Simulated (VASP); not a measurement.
# Re (Fm-3m) in VASP: a series of runs, part 2 of 2

VASP 6.6.1.

### Step 3. Relaxation of cell and atoms, LDA, target pressure 140 GPa, at which the enthalpy is minimised

INCAR

```
SYSTEM = Re
ALGO = Normal
EDIFF = 1E-7
EDIFFG = -0.005
ENCUT = 600
IBRION = 2
ISIF = 3
ISMEAR = -1
LASPH = .True.
LCHARG = .False.
LREAL = .False.
LWAVE = .False.
NELM = 100
NSW = 32
PREC = Accurate
PSTRESS = 1400.0
SIGMA = 0.08
```

KPOINTS

```
k-points
0
Gamma
  18 18 18
  0 0 0
```

POSCAR

```
Re
1.0
    0.0000000000      1.7950850959      1.7950850959
    1.7950850959      0.0000000000      1.7950850959
    1.7950850959      1.7950850959      0.0000000000
Re
1
Direct
    0.0000000000      0.0000000000      0.0000000000
```

Potentials or basis: VASP PAW LDA potentials, release 64 (Re).

On the command line:

```sh
cat potpaw_LDA.64/Re/POTCAR > POTCAR
mpirun -np 1 vasp_std > vasp.out
```

OUTCAR:

```text
SYSTEM = Re
   EDIFF = 1E-7
   EDIFFG = -0.005
   ENCUT = 600
   IBRION = 2
   ISIF = 3
   ISMEAR = -1
   LASPH = .True.
   LREAL = .False.
   NELM = 100
   NSW = 32
   PREC = Accurate
   PSTRESS = 1400.0

 ion  position               nearest neighbor table
   1  0.000  0.000  0.000-

  LATTYP: Found a face centered cubic cell.
 ALAT       =     3.5901701918

  Lattice vectors:

 A1 = (   0.0000000000,   1.7950850959,   1.7950850959)
 A2 = (   1.7950850959,   0.0000000000,   1.7950850959)
 A3 = (   1.7950850959,   1.7950850959,   0.0000000000)

Analysis of symmetry for initial positions (statically):
=====================================================================
 Subroutine PRICEL returns:
 Original cell was already a primitive cell.

 Routine SETGRP: Setting up the symmetry group for a
 face centered cubic supercell.

 Subroutine GETGRP returns: Found 48 space group operations
 (whereof 48 operations were pure point group operations)
 out of a pool of 48 trial point group operations.

The static configuration has the point symmetry O_h .

Analysis of symmetry for dynamics (positions and initial velocities):
=====================================================================
 Subroutine PRICEL returns:
 Original cell was already a primitive cell.

 Routine SETGRP: Setting up the symmetry group for a
 face centered cubic supercell.

 Subroutine GETGRP returns: Found 48 space group operations
 (whereof 48 operations were pure point group operations)
 out of a pool of 48 trial point group operations.

The dynamic configuration has the point symmetry O_h .

 Subroutine INISYM returns: Found 48 space group operations
 (whereof 48 operations are pure point group operations),
 and found     1 'primitive' translations

----------------------------------------------------------------------------------------

                                     Primitive cell

  volume of cell :      11.5687

  direct lattice vectors                    reciprocal lattice vectors
     0.000000000  1.795085096  1.795085096    -0.278538327  0.278538327  0.278538327
     1.795085096  0.000000000  1.795085096     0.278538327 -0.278538327  0.278538327
     1.795085096  1.795085096  0.000000000     0.278538327  0.278538327 -0.278538327

  length of vectors
     2.538633688  2.538633688  2.538633688     0.482442535  0.482442535  0.482442535

  position of ions in fractional coordinates (direct lattice)
     0.000000000  0.000000000  0.000000000

  ion indices of the primitive-cell ions
   primitive index   ion index
                 1           1

----------------------------------------------------------------------------------------

 KPOINTS: k-points

Automatic generation of k-mesh.
 Grid dimensions read from file:
 generate k-points for:   18   18   18

 Generating k-lattice:

  Cartesian coordinates                     Fractional coordinates (reciprocal lattice)
    -0.015474352  0.015474352  0.015474352     0.055555556  0.000000000  0.000000000
[... 21 lines left out ...]
  0.277778  0.000000  0.000000      8.000000
[... 16 lines left out ...]
 -0.277778  0.055556  0.000000     24.000000
 -0.222222  0.055556  0.000000     24.000000
 [... further k-points ...]
   k-points           NKPTS =    195   k-points in BZ     NKDIM =    195   number of bands    NBANDS=      7
   number of dos      NEDOS =    301   number of ions     NIONS =      1
   total plane-waves  NPLWV =   8000
   dimension x,y,z NGX =    20 NGY =   20 NGZ =   20
   dimension x,y,z NGXF=    40 NGYF=   40 NGZF=   40
   ions per type =               1
   NGX,Y,Z   is equivalent  to a cutoff of  13.10, 13.10, 13.10 a.u.
   NGXF,Y,Z  is equivalent  to a cutoff of  26.19, 26.19, 26.19 a.u.
 SYSTEM =  Re
   PREC   = accura    normal or accurate (medium, high low for compatibility)
   ISTART =      0    job   : 0-new  1-cont  2-samecut
   ICHARG =      2    charge: 1-file 2-atom 10-const
   ISPIN  =      1    spin polarized calculation?
   LNONCOLLINEAR =      F non collinear calculations
   LSORBIT =      F    spin-orbit coupling
   LASPH  =      T    aspherical Exc in radial PAW
   ENCUT  =  600.0 eV  44.10 Ry    6.64 a.u.   5.07  5.07  5.07*2*pi/ulx,y,z
   NELM   =    100;   NELMIN=  2; NELMDL= -5     # of ELM steps
   EDIFF  = 0.1E-06   stopping-criterion for ELM
   LREAL  =      F    real-space projection
   EDIFFG = -.5E-02   stopping-criterion for IOM
   NSW    =     32    number of steps for IOM
   IBRION =      2    ionic relax: 0-MD 1-quasi-New 2-CG
   NFREE  =      1    steps in history (QN), initial steepest desc. (CG)
   ISIF   =      3    stress and relaxation
   ISYM   =      2    0-nonsym 1-usesym 2-fastsym
   POTIM  = 0.5000    time-step for ionic-motion
   TEBEG  =    0.0;   TEEND  =   0.0 temperature during run
   PSTRESS= 1400.0 pullay stress
   NELECT =       7.0000    total number of electrons
   NUPDOWN=      -1.0000    fix difference up-down
   EMIN   =  10.00;   EMAX   =-10.00  energy-range for DOS
   EFERMI =   0.00;   METHOD = LEGACY
   ISMEAR =    -1;   SIGMA  =   0.08  broadening in eV -4-tet -1-fermi 0-gaus
   EFERMI_NEDOS =   21; number of points for ismear=-14 and -15
   IALGO  =     38    algorithm
   IMIX   =      4    mixing-type and parameters
     AMIX     =   0.40;   BMIX     =  1.00
     AMIX_MAG =   1.60;   BMIX_MAG =  1.00
  volume/ion in A,a.u.               =      11.57        78.07
  Fermi-wavevector in a.u.,A,eV,Ry     =   1.384668  2.616644 26.086543  1.917307
  Thomas-Fermi vector in A             =   2.509151
   LORBIT       =      0    0 simple, 1 ext, 2 COOP (PROOUT), +10 PAW based schemes
   GGA     = CA    functional components
   LHFCALC =     F    Hartree Fock is set to
   AEXX    =    0.0000 exact exchange contribution
   IVDW    =     0    specifies the selected vdW correction
   LEPSILON=     F    determine dielectric tensor
   LRPA    =     F    only Hartree local field effects (RPA)
 conjugate gradient relaxation of ions
 non-spin polarized calculation
  energy-cutoff  :      600.00
  volume of cell :       11.57
 maximum number of plane-waves:       397
   NGX = 11   NGY = 11   NGZ = 11

--------------------------------------- Ionic step        1  -------------------------------------------

 number of electron       7.0000000 magnetization

 Free energy of the ion-electron system (eV)
  ---------------------------------------------------
  ext. energy  EPLUGINS =         0.00000000
  ---------------------------------------------------
  free energy    TOTEN  =       -12.61611513 eV

  energy without entropy =      -12.60147579  energy(sigma->0) =      -12.60879546

------------------------ aborting loop because EDIFF is reached ----------------------------------------

  FORCE on cell =-STRESS in cart. coord.  units (eV):
  Direction    XX          YY          ZZ          XY          YZ          ZX
  --------------------------------------------------------------------------------------
  -------------------------------------------------------------------------------------
  Total       10.6314474     10.6314474     10.6314474     -0.0000000      0.0000000      0.0000000
  in kB     1472.3730420   1472.3730420   1472.3730420     -0.0000000      0.0000000      0.0000000
  external PRESSURE =      72.3730420 kB  Pullay stress =    1400.0000000 kB
[... 98 lines left out ...]
--------------------------------------- Ionic step        4  -------------------------------------------

 number of electron       7.0000000 magnetization

 Free energy of the ion-electron system (eV)
  ---------------------------------------------------
  ext. energy  EPLUGINS =         0.00000000
  ---------------------------------------------------
  free energy    TOTEN  =       -12.69424783 eV

  energy without entropy =      -12.67958310  energy(sigma->0) =      -12.68691546

 E-fermi :  11.4516     XC(G=0): -15.1302

 val. band max:       11.4031064428   @ k =  -0.4444   0.2778   0.1111
 cond. band min:      11.4621237019   @ k =   0.3333   0.2222   0.0556
 fundamental gap:      0.0590172591
 Fermi energy:        11.4515749705

 k-point     1 :       0.0000    0.0000    0.0000
  band No.  band energies     occupation
      1      -0.2492      2.00000
      2       8.6670      2.00000
      3       8.6670      2.00000
      4       8.6670      2.00000
      5      13.1650      0.00000
      6      13.1650      0.00000
      7      25.4143      0.00000
[... 221 lines left out ...]
 k-point    24 :      -0.2222    0.0556    0.0000
  band No.  band energies     occupation
      1       2.5080      2.00000
      2       7.6454      2.00000
      3       9.2965      2.00000
      4       9.4460      2.00000
      5      12.4314      0.00001
      6      13.9859      0.00000
      7      26.5215      0.00000

 [... further k-points ...]

------------------------ aborting loop because EDIFF is reached ----------------------------------------

  FORCE on cell =-STRESS in cart. coord.  units (eV):
  Direction    XX          YY          ZZ          XY          YZ          ZX
  --------------------------------------------------------------------------------------
  -------------------------------------------------------------------------------------
  Total       10.1854736     10.1854736     10.1854736      0.0000000      0.0000000      0.0000000
  in kB     1400.0593139   1400.0593139   1400.0593139      0.0000000      0.0000000      0.0000000
  external PRESSURE =       0.0593139 kB  Pullay stress =    1400.0000000 kB
[... 20 lines left out ...]
  energy  without entropy=      -12.6795831006  energy(sigma->0) =      -12.68691546

  enthalpy is  TOTEN    =        -2.5092057020 eV   P V=       10.1850421253

 reached required accuracy - stopping structural energy minimisation
```

Wall time 73 s (1 thread of Intel Xeon 8259CL, shared host); peak memory 0.15 GiB.

What came out:

* Free energy: -12.6942 eV
* Relaxed volume: 11.66 Å³/atom
* Relaxed cell: a = 2.545 Å, b = 2.545 Å, c = 2.545 Å, α = 60.00°, β = 60.00°, γ = 60.00°
* Space group after relaxing (to 0.1 Å): Fm-3m (No. 225)
* Energy change on relaxing (the run minimises the enthalpy): -78.1 meV/atom
* Ionic steps: 4
* Pressure after relaxing: 140.0 GPa
* Band gap on the k mesh: zero (an odd number of electrons rules out a gap without spin polarisation)

Step by step:
```tsv
step	energy change (eV)	largest force (eV/Å)	pressure (GPa)	volume (Å³)
1	0.0000	0.0000	147.24	11.57
2	-0.6349	0.0000	83.14	12.47
3	-0.0811	0.0000	139.72	11.66
4	-0.0781	0.0000	140.01	11.66
```

Final structure:
```cif
data_structure
_symmetry_space_group_name_H-M 'P 1'
_symmetry_Int_Tables_number 1
_cell_length_a 2.5450
_cell_length_b 2.5450
_cell_length_c 2.5450
_cell_angle_alpha 60.000
_cell_angle_beta 60.000
_cell_angle_gamma 60.000
_cell_volume 11.66
loop_
_atom_site_label
_atom_site_type_symbol
_atom_site_fract_x
_atom_site_fract_y
_atom_site_fract_z
_atom_site_occupancy
Re1 Re 0.00000 0.00000 0.00000 1
```

Levels at points of the mesh, in eV from the Fermi level:
```csv
k point,band 1,band 2,band 3,band 4,band 5,band 6,band 7
"(0.00, 0.00, 0.00)",-11.70,-2.78,-2.78,-2.78,1.71,1.71,13.96
"(0.50, 0.00, 0.00)",-8.84,-3.13,-3.13,1.08,5.38,5.38,13.99
"(0.50, 0.50, 0.00)",-9.30,-8.27,4.43,5.35,6.51,6.51,14.51
```

Caveat: the cell is relaxed towards a set pressure, so the run minimises the enthalpy, not the energy; spin-orbit coupling is left out, which moves the levels of the heavy elements.

The gap in the log of VASP goes by the Fermi energy; the results here count the filled bands.